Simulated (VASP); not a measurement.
Crystal: Co.

```
Co
1.0
     0.00000    1.74278    1.74278
     1.74278    0.00000    1.74278
     1.74278    1.74278    0.00000
Co
1
Direct
  0.00000 0.00000 0.00000
```

Program: VASP 6.6.1. Alike in all runs: task single point; level RPBE; potentials or basis VASP PAW PBE potentials, release 64 (Co); no spin polarisation; cell as given; cutoff (eV) 600; smearing fermi-dirac 0.1 eV. Hardware: 1 thread of Intel Xeon 8259CL, on a shared host.

**Question.** Order these runs on this cell by their wall time, lowest first.
A. k mesh 15 × 15 × 15
B. k mesh 17 × 17 × 17
C. k mesh 25 × 25 × 25

**Answer.** A (13 s), B (27 s), C (78 s).

Caveats: the run has no spin polarisation, though such a crystal can be magnetic.
